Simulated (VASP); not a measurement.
Write the native input for VASP 6.6.1 that does the following.

- Task: relaxation of cell and atoms
- Functional: PBE
- Potentials or basis: VASP PAW PBE potentials, release 64 (Hf_pv, Si, O)
- Cutoff: 600 eV
- k mesh: 6 × 6 × 4
- Occupations: gaussian, width 0.02 eV
- Spin: no spin polarisation
- Dipole correction: no
- Further INCAR settings: ALGO = Normal; EDIFF = 1e-07; IBRION = 2; EDIFFG = -0.01; NSW = 100; ISIF = 3

The structure of Hf2SiO6 lies in POSCAR:

```
Hf2SiO6
1.0
    2.9923979004     -4.8963151128      0.0000000000
    2.9923979004      4.8963151128      0.0000000000
    0.0000000000      0.0000000000      6.4243090557
Hf Si O
2 1 6
Direct
    0.5000000000      0.0000000000      0.3205440677
    0.0000000000      0.5000000000      0.6794559323
    0.5000000000      0.5000000000      0.0000000000
    0.7542993521      0.5614021058      0.8530201312
    0.2008164898      0.7991835102      0.5000000000
    0.5614021058      0.7542993521      0.1469798688
    0.2457006479      0.4385978942      0.8530201312
    0.7991835102      0.2008164898      0.5000000000
    0.4385978942      0.2457006479      0.1469798688
```

One way to write it, as run:

INCAR

```
ALGO = Normal ; EDIFF = 1E-7
EDIFFG = -0.01 ; ENCUT = 600
GGA = PE ; IBRION = 2
ISIF = 3 ; ISMEAR = 0
LASPH = T ; LCHARG = F
LREAL = F ; LWAVE = F
NELM = 60 ; NSW = 100
PREC = Accurate ; SIGMA = 0.02
```

KPOINTS

```
k-points
0
Gamma
  6 6 4
```

Potentials or basis: VASP PAW PBE potentials, release 64 (Hf_pv, Si, O).

Command:

```sh
$ cat potpaw_PBE.64/Hf_pv/POTCAR potpaw_PBE.64/Si/POTCAR potpaw_PBE.64/O/POTCAR > POTCAR
$ mpirun -np 1 vasp_std > vasp.out
```

It gave:

```yaml
Relaxed_volume: 20.79 Å³/atom
Relaxed_cell: a = 5.727 Å, b = 5.727 Å, c = 6.409 Å, α = 90.00°, β = 90.00°, γ = 117.11°
Space_group_after_relaxing_to_0.1_Å: C222 (No. 21)
Energy_gained_by_relaxing: 0.5 meV/atom
Ionic_steps: 6
Pressure_after_relaxing: 0.0 GPa
Largest_force_after_relaxing: 0.010 eV/Å
Band_gap_on_the_k_mesh: 4.63 eV (least direct gap 4.80 eV)
```

Caveat: spin-orbit coupling is left out, which moves the levels of the heavy elements.

Wall time 47 min on 1 thread of Oxide Virtual Turin-like Processor (shared host), peak memory 0.52 GiB.
